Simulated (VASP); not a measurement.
# MgB15N15 (a cell with a defect) in VASP: notebook

The runs below take MgB15N15 (a cell with a defect) through single point, with PBE.

All numbers are computed with VASP 6.6.1; they aren't measurements. Logs are shortened: lines on timing, memory, paths and dates and some standing lists are left out, and cuts for length are marked.

## Step 1: The cell of the first run

The cell holds a defect, 31 atoms: a = 6.277 Å, b = 6.277 Å, c = 6.277 Å, α = 109.47°, β = 109.47°, γ = 109.47°.

## Step 2: Single point, PBE, collinear spin

Input file INCAR:

```
PREC = Accurate
ENCUT = 520
EDIFF = 1E-6
ISMEAR = -1
SIGMA = 0.01
LREAL = Auto
LASPH = True
NELM = 200
ALGO = Normal
ISIF = 2
LWAVE = False
LCHARG = True
ISPIN = 2
MAGMOM = 0.2 0.01 0 0.03 0.01 0 0 0 0 0 0 0.03 0 0 0.01 0.02 0.02 0.01 0.02 0.02 0 0 0 0.01 0 0 0 0.02 0 0 0
LORBIT = 11
NUPDOWN = 1.0
GGA = PE
LELF = True
LVHAR = True
NELECT = 123.0
NBANDS = 86
GGA_COMPAT = False
ISYM = -1
```

Input file KPOINTS:

```
explicit points
1
Reciprocal
  0.25000000   0.25000000   0.25000000 1
```

Input file POSCAR:

```
MgB15N15
1.0
   -3.6241103844      3.6241103844     -3.6241103844
    3.6241103844      3.6241103844      3.6241103844
    3.6241103844     -3.6241103844     -3.6241103844
B Mg N
15 1 15
Direct
    0.0047155558      0.0039715470     -0.0160505288
    0.0067667660      0.2533481264      0.7569350483
    0.0083345964      0.5062336232      0.5047499289
   -0.0153819215      0.7370366645      0.2502781573
    0.2540943546      0.0059983896      0.7569378684
    0.2515653091      0.5090861235      0.2565963862
    0.2508558761      0.7528925533      0.0021665266
    0.5069854808      0.0075728174      0.5047457509
    0.5098425104      0.2508022979      0.2565999969
    0.4951107600      0.4943444501     -0.0010566493
    0.5001411319      0.7518810859      0.7494075188
    0.7377724025     -0.0162019201      0.2502264302
    0.7536589161      0.2500955024      0.0021735968
    0.7526253128      0.4993581110      0.7493971420
    0.7507895813      0.7500331011      0.5043427026
    0.1769532051      0.1762495466      0.4195918153
    0.0012119805      0.2566597227      0.0017348665
    0.0078453028      0.5052304001      0.7553534138
   -0.0025303435      0.7509611007      0.5042489531
    0.2574111895      0.0004485619      0.0017348442
    0.2498198905      0.2490621786      0.7733660523
    0.2532228803      0.5296972803      0.5024353923
    0.2477492520      0.7603535353      0.2510472451
    0.5060044726      0.0070922310      0.7553646146
    0.5304237087      0.2524467303      0.5024154224
    0.5041043890      0.5033461226      0.2563944848
    0.4994404623      0.7473007063      0.0009817257
    0.7517224977     -0.0032961399      0.5042405710
    0.7611176531      0.2469888887      0.2510464511
    0.7480715592      0.4987041040      0.0009944444
    0.7518269100      0.7510750007      0.7522182841
```

Potentials or basis: VASP PAW PBE potentials, release 64 (B, Mg, N).

On the command line:

```bash
$ cat potpaw_PBE.64/B/POTCAR potpaw_PBE.64/Mg/POTCAR potpaw_PBE.64/N/POTCAR > POTCAR
$ mpirun -np 1 vasp_std > vasp.out
```

OUTCAR:

```text
PREC = Accurate
   ENCUT = 520
   EDIFF = 1E-6
   ISMEAR = -1
   LREAL = Auto
   LASPH = True
   NELM = 200
   ISIF = 2
   ISPIN = 2
   LORBIT = 11
   NUPDOWN = 1.0
   GGA = PE
   NELECT = 123.0
   ISYM = -1

 ion  position               nearest neighbor table
   1  0.005  0.004  0.984-  31 1.55  17 1.56  20 1.56  16 2.26
   2  0.007  0.253  0.757-  21 1.50  17 1.54  18 1.58  28 1.60  16 2.65
   3  0.008  0.506  0.505-  22 1.50  19 1.56  18 1.58  29 1.59  16 2.61
   4  0.985  0.737  0.250-  30 1.52  19 1.54  23 1.61  16 2.27
   5  0.254  0.006  0.757-  21 1.50  20 1.54  24 1.58  19 1.60  16 2.65
   6  0.252  0.509  0.257-  22 1.50  17 1.59  23 1.60  26 1.60  16 2.59
   7  0.251  0.753  0.002-  20 1.54  18 1.54  23 1.55  27 1.57
   8  0.507  0.008  0.505-  25 1.50  28 1.56  24 1.58  23 1.59  16 2.61
   9  0.510  0.251  0.257-  25 1.50  20 1.59  29 1.60  26 1.60  16 2.59
  10  0.495  0.494  0.999-  21 1.50  30 1.57  27 1.57  26 1.58
  11  0.500  0.752  0.749-  22 1.51  31 1.58  24 1.58  27 1.59
  12  0.738  0.984  0.250-  27 1.52  28 1.54  29 1.61  16 2.27
  13  0.754  0.250  0.002-  17 1.54  24 1.54  29 1.55  30 1.57
  14  0.753  0.499  0.749-  25 1.51  31 1.58  18 1.58  30 1.59
  15  0.751  0.750  0.504-  28 1.55  19 1.55  26 1.55  31 1.55
  16  0.177  0.176  0.420-  22 1.94  25 1.94  21 1.96   1 2.26  12 2.27   4 2.27   6 2.59   9 2.59
                             3 2.61   8 2.61   2 2.65   5 2.65  29 2.72  23 2.72
  17  0.001  0.257  0.002-  13 1.54   2 1.54   1 1.56   6 1.59
  18  0.008  0.505  0.755-   7 1.54   3 1.58  14 1.58   2 1.58
  19  0.997  0.751  0.504-   4 1.54  15 1.55   3 1.56   5 1.60
  20  0.257  0.000  0.002-   7 1.54   5 1.54   1 1.56   9 1.59
  21  0.250  0.249  0.773-  10 1.50   2 1.50   5 1.50  16 1.96
  22  0.253  0.530  0.502-   3 1.50   6 1.50  11 1.51  16 1.94
  23  0.248  0.760  0.251-   7 1.55   8 1.59   6 1.60   4 1.61  16 2.72
  24  0.506  0.007  0.755-  13 1.54   8 1.58  11 1.58   5 1.58
  25  0.530  0.252  0.502-   8 1.50   9 1.50  14 1.51  16 1.94
  26  0.504  0.503  0.256-  15 1.55  10 1.58   6 1.60   9 1.60
  27  0.499  0.747  0.001-  12 1.52  10 1.57   7 1.57  11 1.59
  28  0.752  0.997  0.504-  12 1.54  15 1.55   8 1.56   2 1.60
  29  0.761  0.247  0.251-  13 1.55   3 1.59   9 1.60  12 1.61  16 2.72
  30  0.748  0.499  0.001-   4 1.52  10 1.57  13 1.57  14 1.59
  31  0.752  0.751  0.752-   1 1.55  15 1.55  11 1.58  14 1.58

IMPORTANT INFORMATION: All symmetrisations will be switched off!
NOSYMM: (Re-)initialisation of all symmetry stuff for point group C_1.

----------------------------------------------------------------------------------------

                                     Primitive cell

  volume of cell :     190.3988

  direct lattice vectors                    reciprocal lattice vectors
    -3.624110384  3.624110384 -3.624110384     0.000000000  0.137964893 -0.137964893
     3.624110384  3.624110384  3.624110384     0.137964893  0.137964893  0.000000000
     3.624110384 -3.624110384 -3.624110384     0.137964893  0.000000000 -0.137964893

  length of vectors
     6.277143318  6.277143318  6.277143318     0.195111822  0.195111822  0.195111822

  position of ions in fractional coordinates (direct lattice)
     0.004715556  0.003971547  0.983949471
     0.006766766  0.253348126  0.756935048
     0.008334596  0.506233623  0.504749929
     0.984618078  0.737036665  0.250278157
     0.254094355  0.005998390  0.756937868
     0.251565309  0.509086123  0.256596386
[... 23 lines left out ...]
     0.748071559  0.498704104  0.000994444
     0.751826910  0.751075001  0.752218284

  ion indices of the primitive-cell ions
   primitive index   ion index
                 1           1
                 2           2
                 3           3
                 4           4
                 5           5
                 6           6
[... 23 lines left out ...]
                30          30
                31          31

----------------------------------------------------------------------------------------

 KPOINTS: explicit points

Read explicit list of k-points.

 Found      1 k-points:

 Following reciprocal coordinates:
            Coordinates               Weight
  0.250000  0.250000  0.250000      1.000000
   k-points           NKPTS =      1   k-points in BZ     NKDIM =      1   number of bands    NBANDS=     86
   number of dos      NEDOS =    301   number of ions     NIONS =     31
   total plane-waves  NPLWV = 110592
   dimension x,y,z NGX =    48 NGY =   48 NGZ =   48
   dimension x,y,z NGXF=    96 NGYF=   96 NGZF=   96
   ions per type =              15   1  15
   NGX,Y,Z   is equivalent  to a cutoff of  12.71, 12.71, 12.71 a.u.
   NGXF,Y,Z  is equivalent  to a cutoff of  25.42, 25.42, 25.42 a.u.
 SYSTEM =  unknown system
   PREC   = accura    normal or accurate (medium, high low for compatibility)
   ISTART =      0    job   : 0-new  1-cont  2-samecut
   ICHARG =      2    charge: 1-file 2-atom 10-const
   ISPIN  =      2    spin polarized calculation?
   LNONCOLLINEAR =      F non collinear calculations
   LSORBIT =      F    spin-orbit coupling
   LASPH  =      T    aspherical Exc in radial PAW
   ENCUT  =  520.0 eV  38.22 Ry    6.18 a.u.  11.67 11.67 11.67*2*pi/ulx,y,z
   NELM   =    200;   NELMIN=  2; NELMDL= -5     # of ELM steps
   EDIFF  = 0.1E-05   stopping-criterion for ELM
   LREAL  =      T    real-space projection
   EDIFFG = 0.1E-04   stopping-criterion for IOM
   NSW    =      0    number of steps for IOM
   IBRION =     -1    ionic relax: 0-MD 1-quasi-New 2-CG
   NFREE  =      0    steps in history (QN), initial steepest desc. (CG)
   ISIF   =      2    stress and relaxation
   ISYM   =     -1    0-nonsym 1-usesym 2-fastsym
   POTIM  = 0.5000    time-step for ionic-motion
   TEBEG  =    0.0;   TEEND  =   0.0 temperature during run
   PSTRESS=    0.0 pullay stress
   NELECT =     123.0000    total number of electrons
   NUPDOWN=       1.0000    fix difference up-down
   EMIN   =  10.00;   EMAX   =-10.00  energy-range for DOS
   EFERMI =   0.00;   METHOD = LEGACY
   ISMEAR =    -1;   SIGMA  =   0.01  broadening in eV -4-tet -1-fermi 0-gaus
   EFERMI_NEDOS =   21; number of points for ismear=-14 and -15
   IALGO  =     38    algorithm
   IMIX   =      4    mixing-type and parameters
     AMIX     =   0.40;   BMIX     =  1.00
     AMIX_MAG =   1.60;   BMIX_MAG =  1.00
  volume/ion in A,a.u.               =       6.14        41.45
  Fermi-wavevector in a.u.,A,eV,Ry     =   1.415213  2.674365 27.250124  2.002828
  Thomas-Fermi vector in A             =   2.536675
   LORBIT       =     11    0 simple, 1 ext, 2 COOP (PROOUT), +10 PAW based schemes
   GGA     = PE    functional components
   LHFCALC =     F    Hartree Fock is set to
   AEXX    =    0.0000 exact exchange contribution
   IVDW    =     0    specifies the selected vdW correction
   LEPSILON=     F    determine dielectric tensor
   LRPA    =     F    only Hartree local field effects (RPA)
 spin polarized calculation
  energy-cutoff  :      520.00
  volume of cell :      190.40
 maximum number of plane-waves:      5072
 NGX is ok and might be reduce to    48
   NGX = 23   NGY = 23   NGZ = 23

 number of electron     123.0000005 magnetization       1.0000029

 Free energy of the ion-electron system (eV)
  ---------------------------------------------------
  ext. energy  EPLUGINS =         0.00000000
  ---------------------------------------------------
  free energy    TOTEN  =      -246.95704932 eV

  energy without entropy =     -246.95704932  energy(sigma->0) =     -246.95704932

 E-fermi :   7.5173     XC(G=0): -12.6906

 val. band max:       10.4957209363   @ k =   0.2500   0.2500   0.2500
 cond. band min:      11.3241362974   @ k =   0.2500   0.2500   0.2500
 fundamental gap:      0.8284153611
 Fermi energy:        10.7711307241

 spin component 1

 k-point     1 :       0.2500    0.2500    0.2500
  band No.  band energies     occupation
      1     -11.7876      1.00000
      2     -11.7828      1.00000
      3     -11.6200      1.00000
      4     -10.8680      1.00000
      5      -8.7512      1.00000
      6      -8.6990      1.00000
[... 65 lines left out ...]
     72      15.0652      0.00000
     73      15.1824      0.00000
 Fermi energy:         7.5172861910

 spin component 2

 k-point     1 :       0.2500    0.2500    0.2500
  band No.  band energies     occupation
      1     -11.7656      1.00000
      2     -11.7525      1.00000
      3     -11.5979      1.00000
      4     -10.8371      1.00000
      5      -8.7185      1.00000
      6      -8.6759      1.00000
[... 65 lines left out ...]
     72      15.1265      0.00000
     73      15.2862      0.00000
 [bands above 73 left out]

------------------------ aborting loop because EDIFF is reached ----------------------------------------

  FORCE on cell =-STRESS in cart. coord.  units (eV):
  Direction    XX          YY          ZZ          XY          YZ          ZX
  --------------------------------------------------------------------------------------
  -------------------------------------------------------------------------------------
  Total       23.3713184     32.9281033     23.3783840     -4.9778136      4.9893972     -1.2682944
  in kB      196.6661211    277.0850248    196.7255773    -41.8875511     41.9850256    -10.6725058
  external PRESSURE =     223.4922410 kB  Pullay stress =       0.0000000 kB

 VOLUME and BASIS-vectors are now :
 -----------------------------------------------------------------------------
  energy-cutoff  :      520.00
  volume of cell :      190.40
      direct lattice vectors                 reciprocal lattice vectors
    -3.624110384  3.624110384 -3.624110384     0.000000000  0.137964893 -0.137964893
     3.624110384  3.624110384  3.624110384     0.137964893  0.137964893  0.000000000
     3.624110384 -3.624110384 -3.624110384     0.137964893  0.000000000 -0.137964893

 POSITION                                       TOTAL-FORCE (eV/Angst)
 -----------------------------------------------------------------------------------
      3.56325     -3.53446     -3.56864        -0.004934     -0.003827      0.003273
      3.63685     -1.80053     -1.84958        -0.005696     -0.001513      0.022618
      3.63371      0.03558     -0.02483        -0.000349     -0.017008      0.000864
      0.00977      5.33243     -1.80430         0.000499      0.011988      0.007020
      1.84410     -1.80062     -3.64235        -0.023805      0.001012      0.004922
      1.86322      1.82675      0.00335        -0.011864      0.005575      0.003816
[... 23 lines left out ...]
     -0.90013      4.51485     -0.90734        -0.008209     -0.003300      0.008998
      2.72340      2.72056     -2.72885         0.002430     -0.006365     -0.004047
 -----------------------------------------------------------------------------------
    total drift:                               -0.006162     -0.002788      0.008358

  FREE ENERGIE OF THE ION-ELECTRON SYSTEM (eV)
  ---------------------------------------------------
  free  energy   TOTEN  =      -246.9570493239 eV

  energy  without entropy=     -246.9570493239  energy(sigma->0) =     -246.95704932

 total charge

# of ion       s       p       d       tot
------------------------------------------
    1        0.674   1.377   0.000   2.050
    2        0.683   1.396   0.000   2.079
    3        0.684   1.396   0.000   2.079
    4        0.678   1.313   0.000   1.991
    5        0.683   1.396   0.000   2.079
    6        0.677   1.364   0.000   2.041
[... 23 lines left out ...]
   30        1.213   2.771   0.000   3.984
   31        1.211   2.771   0.000   3.982
--------------------------------------------------
tot         28.676  62.681   0.107  91.465

 magnetization (x)

# of ion       s       p       d       tot
------------------------------------------
    1        0.050   0.281   0.000   0.331
    2        0.002   0.010   0.000   0.012
    3        0.001   0.004   0.000   0.005
    4        0.009   0.044   0.000   0.053
    5        0.002   0.010   0.000   0.012
    6        0.001   0.002   0.000   0.003
[... 23 lines left out ...]
   30       -0.000  -0.001   0.000  -0.001
   31       -0.001   0.002   0.000   0.001
--------------------------------------------------
tot          0.090   0.522   0.016   0.628
```

Run time: 1.9 min. Hardware: 1 thread of Intel Xeon Platinum 8175M at 2.50GHz (Skylake/Cascade Lake), shared host; peak memory 0.4 GiB.

What came out:

```yaml
Free_energy: -246.9570 eV
Largest_force: 0.024 eV/Å
Net_moment: 1.00 μB per cell
Site_moments: B +0.33, +0.01, +0.05, +0.00 (each value once); Mg +0.04; N +0.02, +0.01, +0.00, -0.00 (each value once) μB
Valence_electrons_inside_the_program's_atomic_spheres: B 2.05, 2.08, 1.99, 2.04, 2.09, 2.07, 2.11 (each value once); Mg 0.63; N 3.99, 3.98, 4.06, 4.07, 3.95, 3.96 (each value once)
```

Forces in eV/Å, atoms in the order of the input:
```
B   -0.005 -0.004  0.003
B   -0.006 -0.002  0.023
B    0.000 -0.017  0.001
B    0.000  0.012  0.007
B   -0.024  0.001  0.005
B   -0.012  0.006  0.004
B   -0.003  0.002 -0.004
B   -0.001 -0.016  0.000
B   -0.005  0.006  0.013
B    0.002  0.013  0.000
B    0.005 -0.003 -0.014
B   -0.001  0.015 -0.003
B    0.005  0.003  0.005
B    0.016  0.000 -0.005
B   -0.001  0.000  0.001
Mg  -0.002 -0.008 -0.002
N    0.006 -0.002 -0.014
N   -0.003 -0.004  0.003
N    0.009  0.004 -0.008
N    0.015 -0.002 -0.006
N    0.003  0.007 -0.004
N    0.005  0.007 -0.002
N    0.007 -0.003 -0.004
N   -0.002 -0.004  0.005
N    0.004  0.006 -0.007
N   -0.003 -0.004  0.003
N   -0.012 -0.002  0.006
N    0.007  0.005 -0.008
N    0.003 -0.005 -0.007
N   -0.008 -0.003  0.009
N    0.002 -0.006 -0.004
```

Caveat: the cell carries a net charge on a neutralising background, which shifts energy and pressure; the cell is charged against a uniform background, so pressure and absolute levels hang on convention; the total moment is fixed, so each spin has its own Fermi level and the state may be an excited one.

## Step 3: Single point, PBE, collinear spin

Input file INCAR:

```
SYSTEM = MgB15N15
PREC     = Accurate       ! precision mode
ENCUT    = 520            ! plane-wave cutoff, eV
EDIFF    = 1E-6           ! SCF threshold, eV
ISMEAR   = -1             ! smearing method
SIGMA    = 0.01           ! smearing width, eV
LREAL    = Auto         
LASPH    = .True.         ! aspherical terms in the spheres
NELM     = 200            ! most SCF steps
ALGO     = Normal         ! electronic algorithm
ISIF     = 2              ! what is computed and relaxed
LWAVE    = .False.        ! write WAVECAR
LCHARG   = .True.         ! write CHGCAR
ISPIN    = 2              ! spin polarisation
MAGMOM   = 0.04 0.01 0.01 0.04 0.01 0.01 0 0.01 0.01 0 0 0.04 0 0 0 0.03 0.01 0 0.01 0.01 0 0 0.01 0 0 0 0.01 0.01 0.01 0.01 0.01 ! initial moments
LORBIT   = 11             ! projections on sites
NUPDOWN  = 1.0            ! fixed moment
GGA      = PE             ! functional
LELF     = .True.         ! ELF
LVHAR    = .True.       
NELECT   = 121.0        
NBANDS   = 86             ! bands
GGA_COMPAT= .False.      
ISYM     = -1
```

KPOINTS is that of step 2.

Input file POSCAR:

```
MgB15N15
1.0
   -3.6241103844      3.6241103844     -3.6241103844
    3.6241103844      3.6241103844      3.6241103844
    3.6241103844     -3.6241103844     -3.6241103844
B Mg N
15 1 15
Direct
   -0.0028280155     -0.0016472284     -0.0435050355
    0.0094034756      0.2569393273      0.7545828908
    0.0093447280      0.5064065497      0.5050652619
   -0.0028349760      0.7082769493      0.2464894600
    0.2557091329      0.0106143487      0.7545774843
    0.2557244625      0.5064247954      0.2587863065
    0.2461946111      0.7509353260     -0.0009042414
    0.5051661727      0.0105378529      0.5050408705
    0.5051966722      0.2569274636      0.2587499643
    0.4980834405      0.4992977046      0.0021250164
    0.4980303993      0.7538768863      0.7474448729
    0.7068938633     -0.0015296575      0.2466089092
    0.7497201234      0.2474126272     -0.0008982333
    0.7526224100      0.4991930957      0.7473828603
    0.7497431217      0.7509708492      0.4956270670
    0.1796344942      0.1808024402      0.4292374317
   -0.0002720663      0.2503210114      0.0062260568
    0.0072651738      0.5059876596      0.7541540395
   -0.0001875328      0.7580877878      0.4985298741
    0.2491267384      0.0009438626      0.0061132639
    0.2525265822      0.2538127454      0.7778179643
    0.2524278351      0.5294636989      0.5018769204
    0.2491979804      0.7578495190      0.2491146934
    0.5047501648      0.0085498135      0.7541323627
    0.5281702416      0.2536126785      0.5018068339
    0.5047994304      0.5060250076      0.2567614268
    0.5012885195      0.7528097636      0.0009297285
    0.7567896440      0.0010167176      0.4985472845
    0.7566392685      0.2504472803      0.2491467111
    0.7515201574      0.5024753294      0.0009060297
    0.7514944293      0.7527379042      0.7505674064
```

Potentials or basis: VASP PAW PBE potentials, release 64 (B, Mg, N).

On the command line:

```bash
$ cat potpaw_PBE.64/B/POTCAR potpaw_PBE.64/Mg/POTCAR potpaw_PBE.64/N/POTCAR > POTCAR
$ mpirun -np 1 vasp_std > vasp.out
```

Wall time 1.9 min (1 thread of Intel Xeon Platinum 8175M at 2.50GHz (Skylake/Cascade Lake), shared host); peak memory 0.4 GiB.

Results (log left out):

```
Free energy                                           : -265.2166 eV
Largest force                                         : 0.034 eV/Å
Net moment                                            : 1.00 μB per cell
Site moments                                          : B +0.08, +0.01, +0.00 (each value once); Mg +0.06; N +0.01, -0.00, +0.00 (each value once) μB
Valence electrons inside the program's atomic spheres : B 2.07, 2.02, 2.06 (each value once); Mg 0.56; N 3.96, 3.97, 4.06, 4.05 (each value once)
```

Forces in eV/Å, atoms in the order of the input:
```
B    0.004 -0.015  0.002
B    0.012 -0.015  0.016
B    0.005 -0.015  0.008
B    0.003  0.004  0.007
B   -0.012 -0.006 -0.002
B   -0.019 -0.009  0.004
B   -0.005  0.005 -0.007
B   -0.002 -0.017 -0.002
B   -0.001 -0.005  0.022
B    0.001  0.022  0.005
B   -0.006 -0.001 -0.013
B   -0.027  0.011 -0.004
B    0.009  0.004  0.006
B    0.024 -0.004  0.010
B    0.004  0.000 -0.004
Mg  -0.018 -0.007  0.028
N    0.011  0.023  0.003
N   -0.010  0.002 -0.001
N    0.015 -0.008 -0.012
N    0.002  0.015 -0.019
N    0.000 -0.007 -0.014
N    0.006  0.011 -0.002
N    0.010  0.020 -0.002
N   -0.003 -0.003 -0.001
N    0.000  0.016 -0.014
N   -0.004 -0.003  0.003
N   -0.008 -0.014  0.004
N    0.016 -0.004 -0.020
N    0.004  0.020 -0.009
N   -0.009 -0.007  0.010
N   -0.004 -0.015 -0.003
```

Caveat: the cell carries a net charge on a neutralising background, which shifts energy and pressure; the cell is charged against a uniform background, so pressure and absolute levels hang on convention; the total moment is fixed, so each spin has its own Fermi level and the state may be an excited one.
